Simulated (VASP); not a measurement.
## Be27H: single point with PBE

Slab: Be27H, a slab with vacuum.

```xyz
28
Lattice="6.8700 0.0000 0.0000 3.4350 5.9496 0.0000 0.0000 0.0000 14.5884" Properties=species:S:1:pos:R:3 pbc="T T T"
Be    0.0000    0.0000    1.0000
Be    2.2900    0.0000    1.0000
Be    4.5800    0.0000    1.0000
Be    1.1450    1.9832    1.0000
Be    3.4350    1.9832    1.0000
Be    5.7250    1.9832    1.0000
Be    2.2900    3.9664    1.0000
Be    4.5800    3.9664    1.0000
Be    6.8700    3.9664    1.0000
Be   -0.1543    1.1212    2.8288
Be    2.2357    1.4786    2.9204
Be    4.6020    1.2292    2.9529
Be    1.3590    3.5099    2.9297
Be    3.6022    3.1922    2.8034
Be    5.6399    3.0989    2.8337
Be    2.2242    5.3996    2.8077
Be    4.3962    5.2144    2.8998
Be    6.6003    5.1492    2.7625
Be   -0.2457    0.0613    5.0583
Be    2.0896    0.1768    4.5944
Be    4.6351   -0.0353    4.7036
Be    1.0098    2.0842    4.5559
Be    3.2127    1.9190    4.6140
Be    5.4383    2.0290    4.8488
Be    2.2577    4.1066    4.5478
Be    4.5884    3.8792    4.8900
Be    6.5693    4.1475    4.6735
H     6.8043    1.4056    5.4242
```

| Quantity | Value |
| --- | --- |
| Program | VASP 6.6.1 |
| Task | single point |
| Functional | PBE |
| Potentials or basis | VASP PAW PBE potentials, release 64 (Be, H) |
| Cutoff | 520 eV |
| k mesh | 2 × 2 × 1 |
| Occupations | fermi-dirac, width 0.15 eV |
| Spin | no spin polarisation |

- Largest force: 2.323 eV/Å

Forces on the atoms (eV/Å):
```
Be  -0.039 -0.221  0.151
Be  -0.269  0.443 -0.130
Be  -0.410 -0.047  0.011
Be  -0.146  0.159  0.124
Be  -0.103 -0.256 -0.165
Be  -0.249 -0.196  0.004
Be   0.186 -0.015 -0.151
Be   0.182  0.063  0.033
Be   0.114 -0.326  0.025
Be   0.764  1.146 -0.126
Be  -0.125 -0.969 -0.967
Be  -1.078  0.653 -0.489
Be  -2.094 -0.730 -0.689
Be  -1.405  0.375  0.696
Be   1.383  0.753  0.466
Be   0.343 -1.014 -0.049
Be   0.249  0.177  0.223
Be   0.827  0.718  0.731
Be   0.828 -0.990 -1.121
Be   0.294 -1.067  0.055
Be  -1.745 -0.110 -0.162
Be  -0.060 -0.089  0.202
Be   0.975  0.922  0.567
Be   0.931 -0.194 -0.236
Be   1.016 -0.238  1.164
Be  -1.373  0.879 -0.501
Be   1.083 -0.639 -0.175
H   -0.078  0.813  0.509
```

Levels at points of the mesh, in eV from the Fermi level:
| k point | band 25 | band 26 | band 27 | band 28 | band 29 | band 30 | band 31 | band 32 |
| --- | --- | --- | --- | --- | --- | --- | --- | --- |
| (0.00, 0.00, 0.00) | -0.27 | -0.20 | 0.09 | 0.62 | 0.75 | 0.81 | 1.09 | 1.44 |
| (0.50, 0.00, 0.00) | -1.10 | -0.65 | -0.43 | -0.13 | 0.01 | 0.75 | 0.87 | 2.15 |
| (0.50, 0.50, 0.00) | -0.94 | -0.60 | -0.36 | -0.05 | 0.03 | 0.61 | 0.93 | 2.07 |
| (0.00, 0.50, 0.00) | -1.07 | -0.45 | -0.36 | -0.11 | 0.07 | 0.63 | 0.95 | 2.42 |

It took 3.5 min on 1 thread of Intel(R) Xeon(R) 6975P-C (Granite Rapids) (shared host), peak memory 0.62 GiB.

Caveat: the k points lie up to 0.53 Å⁻¹ apart.
